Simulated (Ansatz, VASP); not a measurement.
# One calculation of CaS, two programs

File POSCAR:

```
CaS
1.0
    2.8430000000      2.8430000000      0.0000000000
   -2.8430000000      2.8430000000      0.0000000000
    0.0000000000      2.8430000000      2.8430000000
Ca S
1 1
Direct
    0.0000000000      0.0000000000      0.0000000000
    0.5000000000      0.5000000000      0.0000000000
```

INCAR.step1

```
SYSTEM = CaS
PREC = Accurate
ENCUT = 550
ISMEAR = -1
SIGMA = 0.1
LREAL = .False.
LASPH = .True.
NELM = 120
GGA = PE
ALGO = Normal
EDIFF = 1E-5
LWAVE = .True.
LCHARG = .False.
GGA_COMPAT = .False.
IBRION = 2
ISIF = 3
EDIFFG = -0.005
NELMIN = 4
NSW = 100
```

File INCAR.step2:

```
SYSTEM = CaS
PREC = Accurate
ENCUT = 550
EDIFF = 1E-7
ISMEAR = -1
SIGMA = 0.1
LREAL = .False.
LASPH = .True.
NELM = 120
ALGO = Normal
ISIF = 3
LWAVE = .False.
LCHARG = .False.
METAGGA = R2SCAN
LMIXTAU = .True.
IBRION = 2
NSW = 100
EDIFFG = -0.002
ISTART = 1
GGA_COMPAT = .False.
NELMIN = 4
```

The input KPOINTS:

```
Automatic mesh
0
Gamma
  12 12 12
  0 0 0
```

Input for Ansatz:

```yaml
crystal:
  lattice:
    - [2.843, 2.843, 0.0]
    - [-2.843, 2.843, 0.0]
    - [0.0, 2.843, 2.843]
  atoms:
    - { symbol: Ca, position: [0.0, 0.0, 0.0] }
    - { symbol: S, position: [0.5, 0.5, 0.0] }
kpoints:
  mp_grid: { grid: [12, 12, 12] }
scf:
  occupations: { method: fermi_dirac, width: 0.1 }
hamiltonian:
  xc: r2scan
  pseudopotentials: { kind: paw }
relax:
  f_tol: 0.002
  max_steps: 80
  cell: {}
output:
  forces: true
  stress: true
```

Alike in both runs: task relaxation of cell and atoms; functional r2SCAN; k mesh 12 × 12 × 12; occupations fermi-dirac, width 0.1 eV; no spin polarisation.

```csv
,VASP,Ansatz
version,VASP 6.6.1,Ansatz 0.2.0
potentials or method,"VASP PAW PBE potentials, release 64 (Ca_sv, S)","PAW with Ansatz's default frozen-core files, scalar-relativistic"
plane-wave cutoff (eV),550,500
valence electrons in the cell,16,16
```

Ansatz gave:

```
relaxed volume (Å³/atom)                                        : 23.10
relaxed length of the cell vector where the two differ most in proportion (Å) : 4.028
```

Which values does VASP return?

Relaxed volume (Å³/atom): 23.21; relaxed length of the cell vector where the two differ most in proportion (Å): 4.034.

VASP's potentials were made for PBE, not for r2SCAN.
